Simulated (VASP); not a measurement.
## BaTiO3: single point with PBE

The system is BaTiO3.

```
Ba Ti O
1.0
     4.01923    0.00000    0.00000
     0.00000    4.01923    0.00000
     0.00000    0.00000    4.01928
Ba Ti O
1 1 3
Cartesian
  0.0000 0.0000 0.0000
  2.0096 2.0096 2.0096
  1.8682 1.8682 -0.2000
  2.0096 0.0000 2.0096
  0.0000 2.0096 2.0096
```

This cell differs from its parent crystal: atom 3 (O) moved by (-0.200, -0.200) A along [1 1 0] and z.

```
Program                : VASP 6.6.1
Task                   : single point
Functional             : PBE
Potentials or basis    : VASP PAW PBE potentials, release 64 (Ba_sv, Ti_sv, O)
Cutoff                 : 520 eV
k mesh                 : 8 × 8 × 8
Occupations            : gaussian, width 0.05 eV
Spin                   : no spin polarisation
Dipole correction      : no
Further INCAR settings : ALGO = Normal; EDIFF = 1e-06; NBANDS = 28
```

```
Pressure               : 4.7 GPa
Largest force          : 1.852 eV/Å
Band gap on the k mesh : 1.79 eV, indirect (least direct gap 2.09 eV)
```

Forces in eV/Å, atoms in the order of the input:
```
Ba  -0.164 -0.164 -0.210
Ti  -0.051 -0.051  0.460
O    0.781  0.781  1.486
O    0.086 -0.652 -0.868
O   -0.652  0.086 -0.868
```

Stress tensor (GPa, compression positive):
```
3.51 0.30 0.67
0.30 3.51 0.67
0.67 0.67 7.09
```

Levels at points of the mesh, in eV from the valence-band top:
| k point | band 17 | band 18 | band 19 | band 20 | band 21 | band 22 | band 23 | band 24 |
| --- | --- | --- | --- | --- | --- | --- | --- | --- |
| (0.00, 0.00, 0.00) | -1.07 | -0.48 | -0.32 | -0.30 | 1.79 | 2.00 | 2.29 | 3.91 |
| (0.50, 0.00, 0.00) | -1.81 | -1.57 | -0.91 | -0.87 | 2.18 | 3.49 | 3.53 | 4.09 |
| (0.50, 0.50, 0.00) | -1.74 | -0.96 | -0.95 | -0.09 | 3.55 | 3.63 | 3.92 | 4.78 |
| (0.00, 0.00, 0.50) | -1.92 | -1.63 | -0.71 | -0.71 | 1.94 | 3.36 | 3.50 | 3.92 |
| (0.50, 0.00, 0.50) | -1.68 | -0.91 | -0.88 | -0.17 | 3.46 | 3.52 | 3.88 | 4.73 |
| (0.50, 0.50, 0.50) | -2.41 | -0.17 | -0.08 | 0.00 | 4.05 | 4.14 | 4.16 | 6.38 |

It took 3 min on 1 thread of AMD EPYC 9R45 96-Core Processor (Zen 5), on a shared host, peak memory 0.34 GiB.

Caveat: the cell differs from its parent crystal (atom 3 (O) moved by (-0.200, -0.200) A along [1 1 0] and z); spin-orbit coupling is left out, which moves the levels of the heavy elements; forces of over 1 eV/Å act on the atoms, so gaps and moduli don't describe the material at rest. A k mesh can miss the band edges.
